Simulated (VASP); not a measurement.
Write the native input for VASP 6.6.1 that does the following.

* Task: relaxation of shape and atoms at fixed volume
* Functional: PBE
* Potentials or basis: VASP PAW PBE potentials, release 64 (W_sv, C)
* Cutoff: 600 eV
* k mesh: 18 × 18 × 14
* Occupations: gaussian, width 0.1 eV
* Spin: no spin polarisation
* Dipole correction: no
* Further INCAR settings: ALGO = Normal; EDIFF = 1e-06; IBRION = 2; EDIFFG = -0.01; NSW = 50; ISIF = 4

The structure of WC (Qusongite) lies in POSCAR:

```
WC
1.0
    2.8921649940      0.0000000000      0.0000000000
   -1.4460824970      2.5046883568      0.0000000000
    0.0000000000      0.0000000000      2.8182925004
W C
1 1
Direct
    0.0000000000      0.0000000000      0.0000000000
    0.6666666667      0.3333333333      0.5000000000
```

This cell differs from its parent crystal: volume scaled by 0.97.

The input as run:

INCAR

```
PREC     = Accurate       # precision mode
ENCUT    = 600            # plane-wave cutoff, eV
EDIFF    = 1E-6           # SCF threshold, eV
ISMEAR   = 0              # smearing method
SIGMA    = 0.1            # smearing width, eV
LREAL    = False          # projectors in reciprocal space
LASPH    = True           # aspherical terms in the spheres
NELM     = 100            # most SCF steps
ALGO     = Normal         # electronic algorithm
ISIF     = 4              # what is computed and relaxed
LWAVE    = False          # write WAVECAR
LCHARG   = False          # write CHGCAR
GGA      = PE             # functional
IBRION   = 2              # ionic algorithm
NSW      = 50             # ionic steps
EDIFFG   = -0.01          # ionic threshold
```

KPOINTS

```
Automatic mesh
0
Gamma
  18 18 14
```

Potentials or basis: VASP PAW PBE potentials, release 64 (W_sv, C).

Command:

```bash
$ cat potpaw_PBE.64/W_sv/POTCAR potpaw_PBE.64/C/POTCAR > POTCAR
$ mpirun -np 1 vasp_std > vasp.out
```

Results of the run:

The energy gained by relaxing is 0.1 meV/atom, the ionic steps are 3 and the pressure after relaxing is 13.6 GPa. The band gap on the k mesh is zero (band 9 reaches 11.94 eV, above the bottom of band 10 at 10.71 eV).

Caveat: spin-orbit coupling is left out, which moves the levels of the heavy elements.

Run time: 75 s on 1 thread of Intel(R) Xeon(R) Platinum 8259CL CPU @ 2.50GHz (Skylake/Cascade Lake), with other jobs on the host, peak memory 0.22 GiB.
